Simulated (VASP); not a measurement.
**Tl: single point with PBE**

Crystal: Tl.

```
Tl
1.0
     3.12942    0.00000    0.00000
    -1.56471    2.71016    0.00000
     0.00000    0.00000    5.14375
Tl
2
Direct
  0.33333 0.66667 0.25000
  0.66667 0.33333 0.75000
```

```json
{
 "Program": "VASP 6.6.1",
 "Task": "single point",
 "Functional": "PBE",
 "Potentials or basis": "VASP PAW PBE potentials, release 64 (Tl_d)",
 "Cutoff": "520 eV",
 "k mesh": "14 × 14 × 8",
 "Occupations": "fermi-dirac, width 0.05 eV",
 "Spin": "no spin polarisation",
 "Dipole correction": "no",
 "Further INCAR settings": "ALGO = Normal; EDIFF = 1e-07; NBANDS = 20"
}
```

The pressure is 25.9 GPa. The band gap on the k mesh is zero (bands 13 and 14 overlap by 7.54 eV).

Levels at points of the mesh, in eV from the Fermi level:
| k point | band 10 | band 11 | band 12 | band 13 | band 14 | band 15 | band 16 | band 17 |
| --- | --- | --- | --- | --- | --- | --- | --- | --- |
| (0.00, 0.00, 0.00) | -11.40 | -11.40 | -5.39 | -4.41 | 10.20 | 10.20 | 10.69 | 11.64 |
| (0.50, 0.00, 0.00) | -11.26 | -6.04 | -5.41 | -0.40 | 0.09 | 1.20 | 4.32 | 4.48 |
| (0.00, 0.00, 0.50) | -11.59 | -10.47 | -10.47 | 3.71 | 3.71 | 10.87 | 10.87 | 11.27 |
| (0.50, 0.00, 0.50) | -11.28 | -4.64 | -4.64 | -3.37 | -3.37 | 6.67 | 6.67 | 7.15 |

Run time: 26 s on 1 thread of Intel(R) Xeon(R) 6975P-C (Granite Rapids), with other jobs on the host, peak memory 0.21 GiB.

Caveat: the cell stands under pressure; spin-orbit coupling is left out, which moves the levels of the heavy elements.
